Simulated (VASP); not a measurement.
Si3N4:

```
Si N
1.0
     7.60200    0.00000    0.00000
    -3.80100    6.58353    0.00000
     0.00000    0.00000    2.90600
Si N
6 8
Direct
  0.76796 0.17407 0.25000
  0.59389 0.76796 0.75000
  0.82593 0.59389 0.25000
  0.23204 0.82593 0.75000
  0.40611 0.23204 0.25000
  0.17407 0.40611 0.75000
  0.02995 0.32988 0.25000
  0.70007 0.02995 0.75000
  0.67012 0.70007 0.25000
  0.97005 0.67012 0.75000
  0.29993 0.97005 0.25000
  0.32988 0.29993 0.75000
  0.66667 0.33333 0.25000
  0.33333 0.66667 0.75000
```

Base run:

| Item | Value |
| --- | --- |
| Program | VASP 6.6.1 |
| Functional | PBE |
| Potentials or basis | VASP PAW PBE potentials, release 64 (Si, N) |
| Cutoff | 520 eV |
| k mesh | 4 × 4 × 10 |
| Occupations | fermi-dirac, width 0.02 eV |
| Spin | no spin polarisation |

Its results: band gap on the k mesh 4.33 eV (least direct gap 4.52 eV); pressure 5.4 GPa; largest force 0.013 eV/Å.

Question: The run is repeated on the same cell with these changes: functional from PBE to r2SCAN; further incar settings from ALGO = Normal; EDIFF = 1e-06; NBANDS = 45 to ALGO = Normal; EDIFF = 1e-08; NBANDS = 45. What comes out?

Answer: Band gap on the k mesh 4.99 eV (least direct gap 5.19 eV); pressure -0.1 GPa; largest force 0.039 eV/Å.

Caveats: the cell stands under pressure (at least some runs); the PAW data sets were made with another functional, which shifts forces and pressure a little (at least some runs).

A k mesh can miss the band edges.
